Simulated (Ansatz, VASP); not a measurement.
## LaHg in VASP and in Ansatz

```xyz
2
Lattice="3.8370 0.0000 0.0000 0.0000 3.8370 0.0000 0.0000 0.0000 3.9137" Properties=species:S:1:pos:R:3 pbc="T T T"
La    1.9185    1.9185    1.9569
Hg    0.0000    0.0000    0.0000
```

Change from the starting cell: zz strain of +2 %.

Alike in both runs: task single point; functional LDA; k mesh 11 × 11 × 11; occupations fermi-dirac, width 0.08 eV; no spin polarisation.

|  | VASP | Ansatz |
| --- | --- | --- |
| version | VASP 6.6.1 | Ansatz 0.2.0 |
| potentials or method | VASP PAW LDA potentials, release 64 (La, Hg), cutoff 520 eV | all-electron LAPW, scalar-relativistic |

|  | VASP | Ansatz | Ansatz less VASP |
| --- | --- | --- | --- |
| pressure (GPa) | -2.8 | -2.9 | -0.13 |
| traceless stress, the component that is largest in VASP (GPa) | -0.23 | -0.23 | -0.002 |

LDA's correlation is that of Perdew and Zunger in VASP and of Perdew and Wang (1992) in Ansatz. Ansatz ran all-electron here, and VASP with PAW potentials.

Neither program's run includes spin-orbit coupling.
